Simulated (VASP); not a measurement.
# TaN (I4mm) in VASP: a series of runs

The runs below take TaN through single point, with PBEsol.

Everything below comes from runs of VASP 6.6.1. Logs are shortened: lines on timing, memory, paths and dates and some standing lists are left out, and cuts for length are marked.

## 1. The cell of the first run

Symmetry: I4mm, No. 107, tetragonal system. The conventional cell has a = 3.082 Å, b = 3.082 Å, c = 4.358 Å, α = 90.00°, β = 90.00°, γ = 90.00°. Ta (site symmetry 4mm) has 6 N at 2.08 to 2.28 Å within 2.8 Å. Within 2.8 Å of N (site symmetry 4mm) lie 6 Ta at 2.08 to 2.28 Å.

## 2. Single point, PBEsol (all Ta atoms moved -0.100 Å, as atom 1 along Cartesian [0 0 1])

Contents of INCAR:

```
ALGO     = Normal         # electronic algorithm
EDIFF    = 1E-6           # SCF threshold, eV
ENCUT    = 700            # plane-wave cutoff, eV
GGA      = PS             # functional
GGA_COMPAT= F            
ISIF     = 2              # what is computed and relaxed
ISMEAR   = 0              # smearing method
LASPH    = T              # aspherical terms in the spheres
LCHARG   = F              # write CHGCAR
LREAL    = F              # projectors in reciprocal space
LWAVE    = F              # write WAVECAR
NBANDS   = 16             # bands
NELM     = 120            # most SCF steps
PREC     = Accurate       # precision mode
SIGMA    = 0.15           # smearing width, eV
```

Contents of KPOINTS:

```
k-points
0
Gamma
  18 18 18
```

Contents of POSCAR:

```
TaN
1.0
    0.0000000000      2.1790000000      2.1790000000
    2.1790000000      0.0000000000      2.1790000000
    2.1790000000      2.1790000000      0.0000000000
Ta N
1 1
Direct
    0.4770536944      0.4770536944      0.5229463056
    0.0000000000      0.0000000000      0.0000000000
```

Potentials or basis: VASP PAW PBE potentials, release 64 (Ta_sv_GW, N).

The run is started by

```console
cat potpaw_PBE.64/Ta_sv_GW/POTCAR potpaw_PBE.64/N/POTCAR > POTCAR
mpirun -np 1 vasp_std > vasp.out
```

OUTCAR:

```text
EDIFF = 1E-6
   ENCUT = 700
   GGA = PS
   ISIF = 2
   ISMEAR = 0
   LASPH = T
   LREAL = F
   NELM = 120
   PREC = Accurate

 ion  position               nearest neighbor table
   1  0.477  0.477  0.523-   2 2.08   2 2.18   2 2.18   2 2.18   2 2.18   2 2.28
   2  0.000  0.000  0.000-   1 2.08   1 2.18   1 2.18   1 2.18   1 2.18   1 2.28

  LATTYP: Found a face centered cubic cell.
 ALAT       =     4.3580000000

  Lattice vectors:

 A1 = (   0.0000000000,   2.1790000000,   2.1790000000)
 A2 = (   2.1790000000,   0.0000000000,   2.1790000000)
 A3 = (   2.1790000000,   2.1790000000,   0.0000000000)

Analysis of symmetry for initial positions (statically):
=====================================================================
 Subroutine PRICEL returns:
 Original cell was already a primitive cell.

 Routine SETGRP: Setting up the symmetry group for a
 face centered cubic supercell.

 Subroutine GETGRP returns: Found  8 space group operations
 (whereof  8 operations were pure point group operations)
 out of a pool of 48 trial point group operations.

The static configuration has the point symmetry C_4v.

Analysis of symmetry for dynamics (positions and initial velocities):
=====================================================================
 Subroutine PRICEL returns:
 Original cell was already a primitive cell.

 Routine SETGRP: Setting up the symmetry group for a
 face centered cubic supercell.

 Subroutine GETGRP returns: Found  8 space group operations
 (whereof  8 operations were pure point group operations)
 out of a pool of 48 trial point group operations.

The dynamic configuration has the point symmetry C_4v.

 Subroutine INISYM returns: Found  8 space group operations
 (whereof  8 operations are pure point group operations),
 and found     1 'primitive' translations

----------------------------------------------------------------------------------------

                                     Primitive cell

  volume of cell :      20.6920

  direct lattice vectors                    reciprocal lattice vectors
     0.000000000  2.179000000  2.179000000    -0.229463056  0.229463056  0.229463056
     2.179000000  0.000000000  2.179000000     0.229463056 -0.229463056  0.229463056
     2.179000000  2.179000000  0.000000000     0.229463056  0.229463056 -0.229463056

  length of vectors
     3.081571352  3.081571352  3.081571352     0.397441672  0.397441672  0.397441672

  position of ions in fractional coordinates (direct lattice)
     0.477053694  0.477053694  0.522946306
     0.000000000  0.000000000  0.000000000

  ion indices of the primitive-cell ions
   primitive index   ion index
                 1           1
                 2           2

----------------------------------------------------------------------------------------

 KPOINTS: k-points

Automatic generation of k-mesh.
 Grid dimensions read from file:
 generate k-points for:   18   18   18

 Generating k-lattice:

  Cartesian coordinates                     Fractional coordinates (reciprocal lattice)
    -0.012747948  0.012747948  0.012747948     0.055555556  0.000000000  0.000000000
     0.012747948 -0.012747948  0.012747948     0.000000000  0.055555556  0.000000000
     0.012747948  0.012747948 -0.012747948     0.000000000  0.000000000  0.055555556

  Length of vectors
     0.022080093  0.022080093  0.022080093

  Shift w.r.t. Gamma in fractional coordinates (k-lattice)
     0.000000000  0.000000000  0.000000000

 Subroutine IBZKPT returns following result:
 ===========================================

 Found    480 irreducible k-points:

 Following reciprocal coordinates:
            Coordinates               Weight
  0.000000  0.000000  0.000000      1.000000
  0.055556  0.000000  0.000000      8.000000
  0.111111  0.000000  0.000000      8.000000
  0.166667  0.000000  0.000000      8.000000
  0.222222  0.000000  0.000000      8.000000
  0.277778  0.000000  0.000000      8.000000
[... 16 lines left out ...]
  0.388889  0.055556  0.000000      8.000000
  0.000000  0.388889  0.055556     16.000000
 [... further k-points ...]
   k-points           NKPTS =    480   k-points in BZ     NKDIM =    480   number of bands    NBANDS=     16
   number of dos      NEDOS =    301   number of ions     NIONS =      2
   total plane-waves  NPLWV =  21952
   dimension x,y,z NGX =    28 NGY =   28 NGZ =   28
   dimension x,y,z NGXF=    56 NGYF=   56 NGZF=   56
   ions per type =               1   1
   NGX,Y,Z   is equivalent  to a cutoff of  15.11, 15.11, 15.11 a.u.
   NGXF,Y,Z  is equivalent  to a cutoff of  30.21, 30.21, 30.21 a.u.
 SYSTEM =  unknown system
   PREC   = accura    normal or accurate (medium, high low for compatibility)
   ISTART =      0    job   : 0-new  1-cont  2-samecut
   ICHARG =      2    charge: 1-file 2-atom 10-const
   ISPIN  =      1    spin polarized calculation?
   LNONCOLLINEAR =      F non collinear calculations
   LSORBIT =      F    spin-orbit coupling
   LASPH  =      T    aspherical Exc in radial PAW
   ENCUT  =  700.0 eV  51.45 Ry    7.17 a.u.   6.65  6.65  6.65*2*pi/ulx,y,z
   NELM   =    120;   NELMIN=  2; NELMDL= -5     # of ELM steps
   EDIFF  = 0.1E-05   stopping-criterion for ELM
   LREAL  =      F    real-space projection
   EDIFFG = 0.1E-04   stopping-criterion for IOM
   NSW    =      0    number of steps for IOM
   IBRION =     -1    ionic relax: 0-MD 1-quasi-New 2-CG
   NFREE  =      0    steps in history (QN), initial steepest desc. (CG)
   ISIF   =      2    stress and relaxation
   ISYM   =      2    0-nonsym 1-usesym 2-fastsym
   POTIM  = 0.5000    time-step for ionic-motion
   TEBEG  =    0.0;   TEEND  =   0.0 temperature during run
   PSTRESS=    0.0 pullay stress
   NELECT =      18.0000    total number of electrons
   NUPDOWN=      -1.0000    fix difference up-down
   EMIN   =  10.00;   EMAX   =-10.00  energy-range for DOS
   EFERMI =   0.00;   METHOD = LEGACY
   ISMEAR =     0;   SIGMA  =   0.15  broadening in eV -4-tet -1-fermi 0-gaus
   EFERMI_NEDOS =   21; number of points for ismear=-14 and -15
   IALGO  =     38    algorithm
   IMIX   =      4    mixing-type and parameters
     AMIX     =   0.40;   BMIX     =  1.00
     AMIX_MAG =   1.60;   BMIX_MAG =  1.00
  volume/ion in A,a.u.               =      10.35        69.82
  Fermi-wavevector in a.u.,A,eV,Ry     =   1.562782  2.953230 33.229345  2.442288
  Thomas-Fermi vector in A             =   2.665650
   LORBIT       =      0    0 simple, 1 ext, 2 COOP (PROOUT), +10 PAW based schemes
   GGA     = PS    functional components
   LHFCALC =     F    Hartree Fock is set to
   AEXX    =    0.0000 exact exchange contribution
   IVDW    =     0    specifies the selected vdW correction
   LEPSILON=     F    determine dielectric tensor
   LRPA    =     F    only Hartree local field effects (RPA)
 non-spin polarized calculation
 Gauss-broadening in eV      SIGMA  =   0.15
  energy-cutoff  :      700.00
  volume of cell :       20.69
 maximum number of plane-waves:       893
   NGX = 13   NGY = 13   NGZ = 13

 number of electron      17.9999999 magnetization

 Free energy of the ion-electron system (eV)
  ---------------------------------------------------
  ext. energy  EPLUGINS =         0.00000000
  ---------------------------------------------------
  free energy    TOTEN  =       -25.71794697 eV

  energy without entropy =      -25.70909278  energy(sigma->0) =      -25.71351988

 E-fermi :  14.0482     XC(G=0): -14.1139

 val. band max:       14.0426405981   @ k =   0.2778   0.0556   0.0000
 cond. band min:      14.0486849773   @ k =   0.3333   0.0000   0.0000
 fundamental gap:      0.0060443792
 Fermi energy:        14.0482345316

 k-point     1 :       0.0000    0.0000    0.0000
  band No.  band energies     occupation
      1     -55.3702      2.00000
      2     -21.5575      2.00000
      3     -21.5461      2.00000
      4     -21.5461      2.00000
      5      -4.9458      2.00000
      6       9.9089      2.00000
[... 8 lines left out ...]
     15      23.1751      0.00000
     16      38.4596      0.00000

 k-point     2 :       0.0556    0.0000    0.0000
  band No.  band energies     occupation
      1     -55.3682      2.00000
      2     -21.5829      2.00000
      3     -21.5549      2.00000
      4     -21.5489      2.00000
      5      -4.8660      2.00000
      6       9.4010      2.00000
[... 8 lines left out ...]
     15      23.4161      0.00000
     16      37.2725      0.00000

 k-point     3 :       0.1111    0.0000    0.0000
  band No.  band energies     occupation
      1     -55.3626      2.00000
      2     -21.6716      2.00000
      3     -21.5638      2.00000
      4     -21.5570      2.00000
      5      -4.6338      2.00000
      6       8.5828      2.00000
[... 8 lines left out ...]
     15      24.0980      0.00000
     16      35.2766      0.00000

 k-point     4 :       0.1667    0.0000    0.0000
  band No.  band energies     occupation
      1     -55.3540      2.00000
      2     -21.8059      2.00000
      3     -21.5762      2.00000
      4     -21.5694      2.00000
      5      -4.2695      2.00000
      6       7.6396      2.00000
[... 8 lines left out ...]
     15      25.0883      0.00000
     16      33.3371      0.00000
[... 324 lines left out ...]
 k-point    22 :       0.0000    0.3333    0.0556
  band No.  band energies     occupation
      1     -55.3238      2.00000
      2     -22.2314      2.00000
      3     -21.6367      2.00000
      4     -21.6146      2.00000
      5      -2.9104      2.00000
      6       5.1077      2.00000
[... 8 lines left out ...]
     15      26.4130      0.00000
     16      29.3907      0.00000

 k-point    23 :       0.3889    0.0556    0.0000
  band No.  band energies     occupation
      1     -55.3145      2.00000
      2     -22.3621      2.00000
      3     -21.6413      2.00000
      4     -21.6364      2.00000
      5      -2.4117      2.00000
      6       4.3886      2.00000
[... 8 lines left out ...]
     15      26.0198      0.00000
     16      27.9589      0.00000

 k-point    24 :       0.0000    0.3889    0.0556
  band No.  band energies     occupation
      1     -55.3145      2.00000
      2     -22.3608      2.00000
      3     -21.6469      2.00000
      4     -21.6316      2.00000
      5      -2.4149      2.00000
      6       4.3896      2.00000
[... 8 lines left out ...]
     15      25.9763      0.00000
     16      27.9917      0.00000

 [... further k-points ...]

------------------------ aborting loop because EDIFF is reached ----------------------------------------

  FORCE on cell =-STRESS in cart. coord.  units (eV):
  Direction    XX          YY          ZZ          XY          YZ          ZX
  --------------------------------------------------------------------------------------
  -------------------------------------------------------------------------------------
  Total        0.5843666      0.5843666      1.2843679      0.0000000      0.0000000      0.0000000
  in kB       45.2474682     45.2474682     99.4485208      0.0000000      0.0000000      0.0000000
  external PRESSURE =      63.3144858 kB  Pullay stress =       0.0000000 kB

 VOLUME and BASIS-vectors are now :
 -----------------------------------------------------------------------------
  energy-cutoff  :      700.00
  volume of cell :       20.69
      direct lattice vectors                 reciprocal lattice vectors
     0.000000000  2.179000000  2.179000000    -0.229463056  0.229463056  0.229463056
     2.179000000  0.000000000  2.179000000     0.229463056 -0.229463056  0.229463056
     2.179000000  2.179000000  0.000000000     0.229463056  0.229463056 -0.229463056

 POSITION                                       TOTAL-FORCE (eV/Angst)
 -----------------------------------------------------------------------------------
      2.17900      2.17900      2.07900         0.000000      0.000000      0.952191
      0.00000      0.00000      0.00000         0.000000      0.000000     -0.952191
 -----------------------------------------------------------------------------------
    total drift:                                0.000000      0.000000      0.000049

  FREE ENERGIE OF THE ION-ELECTRON SYSTEM (eV)
  ---------------------------------------------------
  free  energy   TOTEN  =       -25.7179469719 eV

  energy  without entropy=      -25.7090927812  energy(sigma->0) =      -25.71351988
```

It took 1.7 min on 1 thread of Intel Xeon 6975P-C (Granite Rapids), shared host; peak memory 0.39 GiB.

Results:

| Item | Value |
| --- | --- |
| Free energy | -25.7179 eV |
| Pressure | 6.3 GPa |
| Largest force | 0.952 eV/Å |
| Band gap on the k mesh | zero (bands 9 and 10 overlap by 3.87 eV) |

Forces in eV/Å, atoms in the order of the input:
```
Ta   0.000  0.000  0.952
N    0.000  0.000 -0.952
```

Stress tensor (GPa, compression positive):
```
4.52 0.00 0.00
0.00 4.52 0.00
0.00 0.00 9.94
```

Levels at points of the mesh, in eV from the Fermi level:
| k point | band 5 | band 6 | band 7 | band 8 | band 9 | band 10 | band 11 | band 12 | band 13 | band 14 |
| --- | --- | --- | --- | --- | --- | --- | --- | --- | --- | --- |
| (0.00, 0.00, 0.00) | -18.99 | -4.14 | -4.14 | -4.09 | -2.17 | -1.86 | -1.86 | 0.07 | 0.39 | 1.75 |
| (0.50, 0.00, 0.00) | -15.79 | -10.59 | -7.76 | -7.74 | 1.96 | 2.04 | 2.09 | 3.83 | 7.66 | 8.00 |
| (0.50, 0.50, 0.00) | -17.71 | -6.63 | -5.66 | -4.66 | -4.66 | 2.23 | 3.75 | 3.75 | 4.72 | 6.62 |
| (0.00, 0.50, 0.50) | -17.72 | -6.67 | -6.11 | -4.70 | -4.17 | 2.30 | 3.75 | 3.76 | 4.81 | 7.06 |

Caveat: the cell differs from its parent crystal (all Ta atoms moved -0.100 Å, as atom 1 along Cartesian [0 0 1]); the stress differs along the axes, from 5 to 10 GPa; the PAW data sets were made with another functional, which shifts forces and pressure a little; spin-orbit coupling is left out, which moves the levels of the heavy elements.

(Part 1 of 2 ends here.)
